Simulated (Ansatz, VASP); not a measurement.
**Ag in VASP and in Ansatz**

```
Ag
1.0
     2.93000    0.00000    0.00000
    -1.46500    2.53745    0.00000
     0.00000    0.00000    5.41845
Ag
2
Direct
  0.33333 0.66667 0.25000
  0.66667 0.33333 0.75000
```

Change from the starting cell: strain +0.1312 x Voigt [0, 0, 1, 0, 0, 0], atoms carried along.

Alike in both runs: task single point; functional PBEsol; k mesh 18 × 18 × 10; occupations gaussian, width 0.15 eV; no spin polarisation.

```csv
,VASP,Ansatz
version,VASP 6.6.1,Ansatz 0.2.0
potentials or method,"VASP PAW PBE potentials, release 64 (Ag), cutoff 520 eV","scalar-relativistic, plane waves, PAW"
valence electrons in the cell,22,38
```

VASP gave:

* gap on the k mesh at the Fermi level (eV): none
* pressure (GPa): -11.8
* traceless stress, the component that is largest in VASP (GPa): -3.15

Problem. Estimate Ansatz's values.

Solution. gap on the k mesh at the Fermi level (eV): none; pressure (GPa): -11.8; traceless stress, the component that is largest in VASP (GPa): -3.17.

VASP's potentials were made for PBE, not for PBEsol. A gap of «none» marks a metal or a gap that the smearing closes. The functional is the same, so the differences come from potentials, cutoffs and numerics. VASP's potentials hold 22 valence electrons a cell and Ansatz's 38, so a difference there can come from the potentials and not from the codes.
